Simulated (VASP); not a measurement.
**ZnO (lda): single point with LDA**

The system is ZnO (lda).

```xyz
4
Lattice="3.1873 0.0000 0.0000 -1.5937 2.7603 0.0000 0.0000 0.0000 5.1528" Properties=species:S:1:pos:R:3 pbc="T T T"
Zn    0.0000    1.8402   -0.0378
Zn    1.5937    0.9201    2.5386
O     0.0000    1.8402    2.0062
O     1.5937    0.9201    4.5826
```

```
Program                : VASP 6.6.1
Task                   : single point
Functional             : LDA
Potentials or basis    : VASP PAW LDA potentials, release 64 (Zn, O)
Cutoff                 : 520 eV
k mesh                 : 9 × 9 × 6
Occupations            : gaussian, width 0.01 eV
Spin                   : no spin polarisation
Dipole correction      : no
Further INCAR settings : ALGO = Normal; EDIFF = 1e-06; NBANDS = 26
```

* Pressure: 1.8 GPa
* Largest force: 0.520 eV/Å
* Band gap on the k mesh: 0.81 eV, direct

Forces in eV/Å, atoms in the order of the input:
```
Zn   0.000  0.000  0.520
Zn   0.000  0.000  0.520
O    0.000  0.000 -0.520
O    0.000  0.000 -0.520
```

Stress tensor (GPa, compression positive):
```
 4.69  0.00  0.00
 0.00  4.69  0.00
 0.00  0.00 -3.90
```

Levels at points of the mesh, in eV from the valence-band top:
```csv
k point,band 14,band 15,band 16,band 17,band 18,band 19,band 20,band 21,band 22,band 23
"(0.00, 0.00, 0.00)",-0.71,-0.71,-0.30,0.00,0.00,0.81,5.18,8.09,12.90,12.90
"(0.00, 0.00, 0.50)",-2.39,-0.35,-0.35,-0.35,-0.35,3.47,3.47,9.88,9.88,13.18
```

Run time: 100 s on 1 thread of AMD EPYC 7R13 (shared host), peak memory 0.14 GiB.
